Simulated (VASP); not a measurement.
# Si (C2/m) in VASP: single point with PBEsol

Aim: the single point of Si with PBEsol.

Program: VASP 6.6.1. These are calculated values, not measurements. Logs are shortened: lines on timing, memory, paths and dates and some standing lists are left out, and cuts for length are marked.

### 1 The cell of the first run

The structure is monoclinic, space group C2/m (No. 12). Conventional cell: a = 5.415 Å, b = 3.119 Å, c = 5.749 Å, α = 90.00°, β = 109.14°, γ = 90.00°. Si (site symmetry m) has 10 Si at 2.97 to 3.12 Å within 3.9 Å.

### 2 Single point, PBEsol (Pb replaced by Si, lengths x 0.856, strained)

Contents of INCAR:

```
ALGO = Normal
EDIFF = 1E-6
ENCUT = 520
GGA = PS
ISIF = 2
ISMEAR = 0
LASPH = True
LCHARG = True
LELF = True
LREAL = False
LVHAR = True
LWAVE = False
NBANDS = 11
NELM = 100
PREC = Accurate
SIGMA = 0.1
```

Contents of KPOINTS:

```
k-points
0
Gamma
  16 16 8
```

Contents of POSCAR:

```
Si
1.0
    2.7075599667     -1.5596279952      0.0000000000
    2.7075599667      1.5596279952      0.0000000000
   -1.8849895034      0.0000000000      5.4311689047
Si
2
Direct
    0.0914915900      0.0914915900      0.2737078000
    0.9085084100      0.9085084100      0.7262922000
```

Potentials or basis: VASP PAW PBE potentials, release 64 (Si).

The run is started by

```
$ cat potpaw_PBE.64/Si/POTCAR > POTCAR
$ mpirun -np 1 vasp_std > vasp.out
```

OUTCAR:

```text
EDIFF = 1E-6
   ENCUT = 520
   GGA = PS
   ISIF = 2
   ISMEAR = 0
   LASPH = True
   LREAL = False
   NELM = 100
   PREC = Accurate

 ion  position               nearest neighbor table
   1  0.091  0.091  0.274-   2 2.97   2 3.04   2 3.04   2 3.07
   2  0.909  0.909  0.726-   1 2.97   1 3.04   1 3.04   1 3.07

  LATTYP: Found a base centered monoclinic cell.
 ALAT       =     5.4151199334
 B/A-ratio  =     0.5760271294
 C/A-ratio  =     1.0616534713
 COS(beta)  =    -0.3278823751

  Lattice vectors:

 A1 = (   2.7075599667,  -1.5596279952,   0.0000000000)
 A2 = (   2.7075599667,   1.5596279952,   0.0000000000)
 A3 = (  -1.8849895034,   0.0000000000,   5.4311689047)

Analysis of symmetry for initial positions (statically):
=====================================================================
 Subroutine PRICEL returns:
 Original cell was already a primitive cell.

 Routine SETGRP: Setting up the symmetry group for a
 base centered monoclinic supercell.

 Subroutine GETGRP returns: Found  4 space group operations
 (whereof  4 operations were pure point group operations)
 out of a pool of  4 trial point group operations.

The static configuration has the point symmetry C_2h.

Analysis of symmetry for dynamics (positions and initial velocities):
=====================================================================
 Subroutine PRICEL returns:
 Original cell was already a primitive cell.

 Routine SETGRP: Setting up the symmetry group for a
 base centered monoclinic supercell.

 Subroutine GETGRP returns: Found  4 space group operations
 (whereof  4 operations were pure point group operations)
 out of a pool of  4 trial point group operations.

The dynamic configuration has the point symmetry C_2h.

 Subroutine INISYM returns: Found  4 space group operations
 (whereof  4 operations are pure point group operations),
 and found     1 'primitive' translations

----------------------------------------------------------------------------------------

                                     Primitive cell

  volume of cell :      45.8693

  direct lattice vectors                    reciprocal lattice vectors
     2.707559967 -1.559627995  0.000000000     0.184668117 -0.320589270  0.064092549
     2.707559967  1.559627995  0.000000000     0.184668117  0.320589270  0.064092549
    -1.884989503  0.000000000  5.431168905     0.000000000  0.000000000  0.184122427

  length of vectors
     3.124631251  3.124631251  5.748980875     0.375483219  0.375483219  0.184122427

  position of ions in fractional coordinates (direct lattice)
     0.091491590  0.091491590  0.273707800
     0.908508410  0.908508410  0.726292200

  ion indices of the primitive-cell ions
   primitive index   ion index
                 1           1
                 2           2

----------------------------------------------------------------------------------------

 KPOINTS: k-points

Automatic generation of k-mesh.
 Grid dimensions read from file:
 generate k-points for:   16   16    8

 Generating k-lattice:

  Cartesian coordinates                     Fractional coordinates (reciprocal lattice)
     0.011541757 -0.020036829  0.004005784     0.062500000 -0.000000000  0.000000000
     0.011541757  0.020036829  0.004005784    -0.000000000  0.062500000  0.000000000
     0.000000000  0.000000000  0.023015303     0.000000000  0.000000000  0.125000000

  Length of vectors
     0.023467701  0.023467701  0.023015303

  Shift w.r.t. Gamma in fractional coordinates (k-lattice)
     0.000000000  0.000000000  0.000000000

 Subroutine IBZKPT returns following result:
 ===========================================

 Found    554 irreducible k-points:

 Following reciprocal coordinates:
            Coordinates               Weight
  0.000000  0.000000  0.000000      1.000000
  0.062500  0.000000  0.000000      4.000000
  0.125000  0.000000  0.000000      4.000000
  0.187500  0.000000  0.000000      4.000000
  0.250000  0.000000  0.000000      4.000000
  0.312500  0.000000 -0.000000      4.000000
[... 16 lines left out ...]
 -0.125000  0.062500  0.000000      4.000000
 -0.062500  0.062500  0.000000      2.000000
 [... further k-points ...]
   k-points           NKPTS =    554   k-points in BZ     NKDIM =    554   number of bands    NBANDS=     11
   number of dos      NEDOS =    301   number of ions     NIONS =      2
   total plane-waves  NPLWV =  27648
   dimension x,y,z NGX =    24 NGY =   24 NGZ =   48
   dimension x,y,z NGXF=    48 NGYF=   48 NGZF=   96
   ions per type =               2
   NGX,Y,Z   is equivalent  to a cutoff of  12.77, 12.77, 13.88 a.u.
   NGXF,Y,Z  is equivalent  to a cutoff of  25.54, 25.54, 27.76 a.u.
 SYSTEM =  unknown system
   PREC   = accura    normal or accurate (medium, high low for compatibility)
   ISTART =      0    job   : 0-new  1-cont  2-samecut
   ICHARG =      2    charge: 1-file 2-atom 10-const
   ISPIN  =      1    spin polarized calculation?
   LNONCOLLINEAR =      F non collinear calculations
   LSORBIT =      F    spin-orbit coupling
   LASPH  =      T    aspherical Exc in radial PAW
   ENCUT  =  520.0 eV  38.22 Ry    6.18 a.u.   5.81  5.81 10.69*2*pi/ulx,y,z
   NELM   =    100;   NELMIN=  2; NELMDL= -5     # of ELM steps
   EDIFF  = 0.1E-05   stopping-criterion for ELM
   LREAL  =      F    real-space projection
   EDIFFG = 0.1E-04   stopping-criterion for IOM
   NSW    =      0    number of steps for IOM
   IBRION =     -1    ionic relax: 0-MD 1-quasi-New 2-CG
   NFREE  =      0    steps in history (QN), initial steepest desc. (CG)
   ISIF   =      2    stress and relaxation
   ISYM   =      2    0-nonsym 1-usesym 2-fastsym
   POTIM  = 0.5000    time-step for ionic-motion
   TEBEG  =    0.0;   TEEND  =   0.0 temperature during run
   PSTRESS=    0.0 pullay stress
   NELECT =       8.0000    total number of electrons
   NUPDOWN=      -1.0000    fix difference up-down
   EMIN   =  10.00;   EMAX   =-10.00  energy-range for DOS
   EFERMI =   0.00;   METHOD = LEGACY
   ISMEAR =     0;   SIGMA  =   0.10  broadening in eV -4-tet -1-fermi 0-gaus
   EFERMI_NEDOS =   21; number of points for ismear=-14 and -15
   IALGO  =     38    algorithm
   IMIX   =      4    mixing-type and parameters
     AMIX     =   0.40;   BMIX     =  1.00
     AMIX_MAG =   1.60;   BMIX_MAG =  1.00
  volume/ion in A,a.u.               =      22.93       154.77
  Fermi-wavevector in a.u.,A,eV,Ry     =   0.914669  1.728474 11.382901  0.836620
  Thomas-Fermi vector in A             =   2.039322
   LORBIT       =      0    0 simple, 1 ext, 2 COOP (PROOUT), +10 PAW based schemes
   GGA     = PS    functional components
   LHFCALC =     F    Hartree Fock is set to
   AEXX    =    0.0000 exact exchange contribution
   IVDW    =     0    specifies the selected vdW correction
   LEPSILON=     F    determine dielectric tensor
   LRPA    =     F    only Hartree local field effects (RPA)
 non-spin polarized calculation
 Gauss-broadening in eV      SIGMA  =   0.10
  energy-cutoff  :      520.00
  volume of cell :       45.87
 maximum number of plane-waves:      1249
   NGX = 11   NGY = 11   NGZ = 21

 number of electron       8.0000000 magnetization

 Free energy of the ion-electron system (eV)
  ---------------------------------------------------
  ext. energy  EPLUGINS =         0.00000000
  ---------------------------------------------------
  free energy    TOTEN  =        -9.47576131 eV

  energy without entropy =       -9.46938336  energy(sigma->0) =       -9.47257234

 E-fermi :   4.8899     XC(G=0):  -9.4383

 val. band max:        4.8850306221   @ k =  -0.4375  -0.4375   0.1250
 cond. band min:       4.8908039371   @ k =  -0.3750   0.1250   0.2500
 fundamental gap:      0.0057733150
 Fermi energy:         4.8898794490

 k-point     1 :       0.0000    0.0000    0.0000
  band No.  band energies     occupation
      1      -6.0123      2.00000
      2      -2.1788      2.00000
      3       0.4418      2.00000
      4      11.0111      0.00000
      5      11.0584      0.00000
      6      11.2366      0.00000
      7      11.3091      0.00000
      8      11.3342      0.00000
      9      13.6842      0.00000
     10      15.6089      0.00000
     11      15.6777      0.00000

 k-point     2 :       0.0625    0.0000    0.0000
  band No.  band energies     occupation
      1      -5.9353      2.00000
      2      -2.1191      2.00000
      3       0.5294      2.00000
      4      10.1197      0.00000
      5      10.6508      0.00000
      6      10.8752      0.00000
      7      11.3043      0.00000
      8      11.4368      0.00000
      9      13.9484      0.00000
     10      15.0251      0.00000
     11      15.6739      0.00000

 k-point     3 :       0.1250    0.0000    0.0000
  band No.  band energies     occupation
      1      -5.7048      2.00000
      2      -1.9400      2.00000
      3       0.7895      2.00000
      4       8.5413      0.00000
      5       9.8457      0.00000
      6      10.0527      0.00000
      7      11.0173      0.00000
      8      11.3852      0.00000
      9      13.9422      0.00000
     10      14.4980      0.00000
     11      15.1431      0.00000

 k-point     4 :       0.1875    0.0000    0.0000
  band No.  band energies     occupation
      1      -5.3225      2.00000
      2      -1.6409      2.00000
      3       1.2138      2.00000
      4       6.8181      0.00000
      5       8.5641      0.00000
      6       9.4563      0.00000
      7      10.5326      0.00000
      8      11.2152      0.00000
      9      13.2261      0.00000
     10      14.0368      0.00000
     11      15.1354      0.00000

 k-point     5 :       0.2500    0.0000    0.0000
  band No.  band energies     occupation
      1      -4.7920      2.00000
      2      -1.2240      2.00000
      3       1.7848      2.00000
      4       5.1206      0.00111
      5       7.2124      0.00000
      6       8.9380      0.00000
      7      10.0298      0.00000
      8      10.8822      0.00000
      9      12.5531      0.00000
     10      13.3741      0.00000
     11      14.2368      0.00000
[... 211 lines left out ...]
 k-point    21 :      -0.2500    0.0625    0.0000
  band No.  band energies     occupation
      1      -4.4388      2.00000
      2      -0.7931      2.00000
      3       1.9879      2.00000
      4       4.3995      2.00000
      5       6.3634      0.00000
      6       8.1260      0.00000
      7       9.2430      0.00000
      8      11.0511      0.00000
      9      12.7167      0.00000
     10      13.5492      0.00000
     11      14.3874      0.00000

 k-point    22 :      -0.1875    0.0625    0.0000
  band No.  band energies     occupation
      1      -5.0352      2.00000
      2      -1.2907      2.00000
      3       1.3965      2.00000
      4       6.0377      0.00000
      5       7.5696      0.00000
      6       8.7886      0.00000
      7       9.7752      0.00000
      8      11.4381      0.00000
      9      13.3463      0.00000
     10      14.2013      0.00000
     11      15.2188      0.00000

 k-point    23 :      -0.1250    0.0625    0.0000
  band No.  band energies     occupation
      1      -5.4863      2.00000
      2      -1.6817      2.00000
      3       0.9421      2.00000
      4       7.7246      0.00000
      5       8.6127      0.00000
      6       9.7347      0.00000
      7      10.3525      0.00000
      8      11.5593      0.00000
      9      13.8691      0.00000
     10      14.7883      0.00000
     11      14.9276      0.00000

 k-point    24 :      -0.0625    0.0625    0.0000
  band No.  band energies     occupation
      1      -5.7872      2.00000
      2      -1.9589      2.00000
      3       0.6499      2.00000
      4       9.2465      0.00000
      5       9.5820      0.00000
      6      10.6968      0.00000
      7      10.8523      0.00000
      8      11.5265      0.00000
      9      14.0854      0.00000
     10      14.8971      0.00000
     11      14.9621      0.00000

 [... further k-points ...]

------------------------ aborting loop because EDIFF is reached ----------------------------------------

  FORCE on cell =-STRESS in cart. coord.  units (eV):
  Direction    XX          YY          ZZ          XY          YZ          ZX
  --------------------------------------------------------------------------------------
  -------------------------------------------------------------------------------------
  Total       -4.7295582     -4.7653516     -4.6199218      0.0000000      0.0000000     -0.0717020
  in kB     -165.1995053   -166.4497390   -161.3699993      0.0000000      0.0000000     -2.5044918
  external PRESSURE =    -164.3397479 kB  Pullay stress =       0.0000000 kB

 VOLUME and BASIS-vectors are now :
 -----------------------------------------------------------------------------
  energy-cutoff  :      520.00
  volume of cell :       45.87
      direct lattice vectors                 reciprocal lattice vectors
     2.707559967 -1.559627995  0.000000000     0.184668117 -0.320589270  0.064092549
     2.707559967  1.559627995  0.000000000     0.184668117  0.320589270  0.064092549
    -1.884989503  0.000000000  5.431168905     0.000000000  0.000000000  0.184122427

 POSITION                                       TOTAL-FORCE (eV/Angst)
 -----------------------------------------------------------------------------------
     -0.02050      0.00000      1.48655         0.010150      0.000000      0.332186
      3.55063      0.00000      3.94462        -0.010150      0.000000     -0.332186
 -----------------------------------------------------------------------------------
    total drift:                               -0.000000     -0.000000     -0.000000

  FREE ENERGIE OF THE ION-ELECTRON SYSTEM (eV)
  ---------------------------------------------------
  free  energy   TOTEN  =        -9.4757613133 eV

  energy  without entropy=       -9.4693833608  energy(sigma->0) =       -9.47257234
```

Run time: 2.9 min. Hardware: 1 thread of Intel Xeon 8259CL, shared host; peak memory 0.34 GiB.

What came out:

- Free energy: -9.4758 eV
- Pressure: -16.4 GPa
- Largest force: 0.332 eV/Å
- Band gap on the k mesh: zero (bands 4 and 5 overlap by 8.04 eV)

Forces in eV/Å, atoms in the order of the input:
```
Si   0.010  0.000  0.332
Si  -0.010  0.000 -0.332
```

Stress tensor (GPa, compression positive):
```
-16.52   0.00  -0.25
  0.00 -16.64   0.00
 -0.25   0.00 -16.14
```

Caveat: the cell differs from its parent crystal (Pb replaced by Si, lengths x 0.856, strained); the cell stands under tension; the PAW data sets were made with another functional, which shifts forces and pressure a little.
